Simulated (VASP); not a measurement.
# Ni2O (P4/nmm) in VASP: single point with PBE

Aim: the single point of Ni2O with PBE.

Everything below comes from runs of VASP 6.6.1. Logs are shortened: lines on timing, memory, paths and dates and some standing lists are left out, and cuts for length are marked.

## 1. The cell of the first run

The structure is tetragonal, space group P4/nmm (No. 129). The conventional cell has a = 3.199 Å, b = 3.199 Å, c = 4.881 Å, α = 90.00°, β = 90.00°, γ = 90.00°. Within 2.7 Å of Ni (site symmetry -4m2) lie 8 Ni at 2.07 to 2.26 Å and 4 O at 2.17 Å. Within 2.8 Å of Ni (site symmetry 4mm) lie 4 Ni at 2.07 Å and 6 O at 2.10 to 2.78 Å. O (site symmetry 4mm) has 10 Ni at 2.10 to 2.78 Å within 2.8 Å.

## 2. Single point, PBE, collinear spin, ferromagnetic start

File INCAR:

```
SYSTEM = Ni2O
PREC = Accurate
ENCUT = 520
EDIFF = 1E-6
ISMEAR = 0
SIGMA = 0.1
LREAL = .False.
LASPH = .True.
NELM = 150
ALGO = Normal
ISIF = 2
LWAVE = .False.
LCHARG = .False.
ISPIN = 2
MAGMOM = 2 2 2 2 0 0
LORBIT = 11
LMAXMIX = 4
GGA = PE
NBANDS = 39
```

File KPOINTS:

```
regular mesh
0
Gamma
  6 6 4
  0 0 0
```

File POSCAR:

```
Ni2O
1.0
    3.1991051307      0.0000000000      0.0000000000
    0.0000000000      3.1991051307      0.0000000000
    0.0000000000      0.0000000000      4.8811997373
Ni O
4 2
Direct
    0.0000000000      0.0000000000      0.0000000000
    0.5000000000      0.5000000000      0.0000000000
    0.0000000000      0.5000000000      0.2700000000
    0.5000000000      0.0000000000      0.7300000000
    0.0000000000      0.5000000000      0.7000000000
    0.5000000000      0.0000000000      0.3000000000
```

Potentials or basis: VASP PAW PBE potentials, release 64 (Ni, O).

Started as:

```
> cat potpaw_PBE.64/Ni/POTCAR potpaw_PBE.64/O/POTCAR > POTCAR
> mpirun -np 1 vasp_std > vasp.out
```

OUTCAR:

```text
SYSTEM = Ni2O
   PREC = Accurate
   ENCUT = 520
   EDIFF = 1E-6
   ISMEAR = 0
   LREAL = .False.
   LASPH = .True.
   NELM = 150
   ISIF = 2
   ISPIN = 2
   LORBIT = 11
   GGA = PE

 ion  position               nearest neighbor table
   1  0.000  0.000  0.000-   3 2.07   4 2.07   3 2.07   4 2.07   5 2.17   5 2.17   6 2.17   6 2.17
                             2 2.26   2 2.26   2 2.26   2 2.26
   2  0.500  0.500  0.000-   3 2.07   4 2.07   4 2.07   3 2.07   5 2.17   6 2.17   6 2.17   5 2.17
                             1 2.26   1 2.26   1 2.26   1 2.26
   3  0.000  0.500  0.270-   1 2.07   2 2.07   1 2.07   2 2.07   5 2.10   6 2.27   6 2.27   6 2.27
                             6 2.27
   4  0.500  0.000  0.730-   1 2.07   2 2.07   2 2.07   1 2.07   6 2.10   5 2.27   5 2.27   5 2.27
                             5 2.27
   5  0.000  0.500  0.700-   3 2.10   2 2.17   1 2.17   1 2.17   2 2.17   4 2.27   4 2.27   4 2.27
                             4 2.27
   6  0.500  0.000  0.300-   4 2.10   2 2.17   1 2.17   2 2.17   1 2.17   3 2.27   3 2.27   3 2.27
                             3 2.27

  LATTYP: Found a simple tetragonal cell.
 ALAT       =     3.1991051307
 C/A-ratio  =     1.5258016032

  Lattice vectors:

 A1 = (   3.1991051307,   0.0000000000,   0.0000000000)
 A2 = (   0.0000000000,   3.1991051307,   0.0000000000)
 A3 = (   0.0000000000,   0.0000000000,   4.8811997373)

Analysis of symmetry for initial positions (statically):
=====================================================================
 Subroutine PRICEL returns:
 Original cell was already a primitive cell.

 Routine SETGRP: Setting up the symmetry group for a
 simple tetragonal supercell.

 Subroutine GETGRP returns: Found 16 space group operations
 (whereof  8 operations were pure point group operations)
 out of a pool of 16 trial point group operations.

The static configuration has the point symmetry D_2d.
 The point group associated with its full space group is D_4h.

Analysis of symmetry for dynamics (positions and initial velocities):
=====================================================================
 Subroutine PRICEL returns:
 Original cell was already a primitive cell.

 Routine SETGRP: Setting up the symmetry group for a
 simple tetragonal supercell.

 Subroutine GETGRP returns: Found 16 space group operations
 (whereof  8 operations were pure point group operations)
 out of a pool of 16 trial point group operations.

The dynamic configuration has the point symmetry D_2d.
 The point group associated with its full space group is D_4h.

Analysis of structural, dynamic, and magnetic symmetry:
=====================================================================
 Subroutine PRICEL returns:
 Original cell was already a primitive cell.

 Routine SETGRP: Setting up the symmetry group for a
 simple tetragonal supercell.

 Subroutine GETGRP returns: Found 16 space group operations
 (whereof  8 operations were pure point group operations)
[... 156 lines left out ...]
  free energy    TOTEN  =       -26.11070652 eV

  energy without entropy =      -26.08048171  energy(sigma->0) =      -26.09559411

 E-fermi :  10.8356     XC(G=0): -13.6728

 val. band max:       10.8329603818   @ k =   0.5000   0.3333   0.2500
 cond. band min:      10.8449612059   @ k =   0.3333   0.3333   0.5000
 fundamental gap:      0.0120008241
 Fermi energy:        10.8355858120

 spin component 1

 k-point     1 :       0.0000    0.0000    0.0000
  band No.  band energies     occupation
      1      -9.5547      1.00000
      2      -8.6445      1.00000
      3       2.0480      1.00000
      4       4.0320      1.00000
      5       4.3755      1.00000
      6       4.3755      1.00000
[... 973 lines left out ...]
     37      25.8605      0.00000
     38      25.8605      0.00000

 [... further k-points ...]

 spin component 2

 k-point     1 :       0.0000    0.0000    0.0000
  band No.  band energies     occupation
      1      -9.2615      1.00000
      2      -8.3145      1.00000
      3       2.2287      1.00000
      4       4.5164      1.00000
      5       5.0129      1.00000
      6       5.0129      1.00000
[... 973 lines left out ...]
     37      26.1188      0.00000
     38      26.1188      0.00000

 [... further k-points ...]

 [bands above 38 left out]

------------------------ aborting loop because EDIFF is reached ----------------------------------------

  FORCE on cell =-STRESS in cart. coord.  units (eV):
  Direction    XX          YY          ZZ          XY          YZ          ZX
  --------------------------------------------------------------------------------------
  -------------------------------------------------------------------------------------
  Total       27.2415905     27.2415905     26.7906273      0.0000000      0.0000000      0.0000000
  in kB      873.6941727    873.6941727    859.2308502      0.0000000      0.0000000      0.0000000
  external PRESSURE =     868.8730652 kB  Pullay stress =       0.0000000 kB

 VOLUME and BASIS-vectors are now :
 -----------------------------------------------------------------------------
  energy-cutoff  :      520.00
  volume of cell :       49.96
      direct lattice vectors                 reciprocal lattice vectors
     3.199105131  0.000000000  0.000000000     0.312587414  0.000000000  0.000000000
     0.000000000  3.199105131  0.000000000     0.000000000  0.312587414  0.000000000
     0.000000000  0.000000000  4.881199737     0.000000000  0.000000000  0.204867667

 POSITION                                       TOTAL-FORCE (eV/Angst)
 -----------------------------------------------------------------------------------
      0.00000      0.00000      0.00000         0.000000     -0.000000     -0.000000
      1.59955      1.59955      0.00000         0.000000      0.000000     -0.000000
      0.00000      1.59955      1.31792         0.000000      0.000000      7.975663
      1.59955      0.00000      3.56328        -0.000000     -0.000000     -7.975663
      0.00000      1.59955      3.41684        -0.000000     -0.000000     -1.797085
      1.59955      0.00000      1.46436         0.000000     -0.000000      1.797085
 -----------------------------------------------------------------------------------
    total drift:                                0.000000     -0.000000     -0.000000

  FREE ENERGIE OF THE ION-ELECTRON SYSTEM (eV)
  ---------------------------------------------------
  free  energy   TOTEN  =       -26.1107065154 eV

  energy  without entropy=      -26.0804817075  energy(sigma->0) =      -26.09559411

 total charge

# of ion       s       p       d       tot
------------------------------------------
    1        0.607   0.743   8.632   9.982
    2        0.607   0.743   8.632   9.982
    3        0.520   0.541   8.548   9.609
    4        0.520   0.541   8.548   9.609
    5        1.601   3.324   0.000   4.925
    6        1.601   3.324   0.000   4.925
--------------------------------------------------
tot          5.454   9.217  34.360  49.032

 magnetization (x)

# of ion       s       p       d       tot
------------------------------------------
    1       -0.020  -0.029   0.924   0.875
    2       -0.020  -0.029   0.924   0.875
    3       -0.016  -0.010   0.981   0.956
    4       -0.016  -0.010   0.981   0.956
    5        0.002   0.190   0.000   0.192
    6        0.002   0.190   0.000   0.192
--------------------------------------------------
tot         -0.069   0.303   3.811   4.045
```

Run time: 85 s. Hardware: 1 thread of Intel Xeon Platinum 8375C at 2.90GHz (Ice Lake), shared host; peak memory 0.22 GiB.

Results:

| Property | Result |
| --- | --- |
| Free energy | -26.1107 eV |
| Pressure | 86.9 GPa |
| Largest force | 7.976 eV/Å |
| Net moment | 4.20 μB per cell |
| Site moments | Ni +0.88, +0.96 (each value once); O +0.19 μB |
| Valence electrons inside the program's atomic spheres | Ni 9.98, 9.61 (each value once); O 4.92 |

Forces on the atoms (eV/Å):
```
Ni   0.000  0.000  0.000
Ni   0.000  0.000  0.000
Ni   0.000  0.000  7.976
Ni   0.000  0.000 -7.976
O    0.000  0.000 -1.797
O    0.000  0.000  1.797
```

Caveat: the cell stands under pressure; forces of over 1 eV/Å act on the atoms, so gaps and moduli don't describe the material at rest.
